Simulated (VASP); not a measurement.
A run of VASP 6.6.1:

The input INCAR:

```
SYSTEM = Ti
  ALGO = Fast
  EDIFF = 1E-6
  ENCUT = 520
  GGA = PS
  ISIF = 2
  ISMEAR = 0
  LASPH = .True.
  LCHARG = .False.
  LREAL = .False.
  LWAVE = .False.
  NBANDS = 19
  NELM = 80
  PREC = Accurate
  SIGMA = 0.15
```

Contents of KPOINTS:

```
k-points
0
Gamma
  24 24 14
  0 0 0
```

File POSCAR:

```
Ti
1.0
    2.9439417284      0.0000000000      0.0000000000
   -1.4719708642      2.4741728071      0.0000000000
    0.0000000000      0.0000000000      4.5909904469
Ti
2
Direct
    0.3333333333      0.6666666667      0.2500000000
    0.6666666667      0.3333333333      0.7500000000
```

Potentials or basis: VASP PAW PBE potentials, release 64 (Ti_sv).

Command:

```bash
$ cat potpaw_PBE.64/Ti_sv/POTCAR > POTCAR
$ mpirun -np 1 vasp_std > vasp.out
```

Hardware: 1 thread of Oxide Virtual Turin-like Processor, with other jobs on the host.

Problem. Estimate the wall time of this run.

Solution. It took 53 min on 1 thread of Oxide Virtual Turin-like Processor (shared host), peak memory 0.66 GiB. Counts: scf iterations 36, k points 1256.
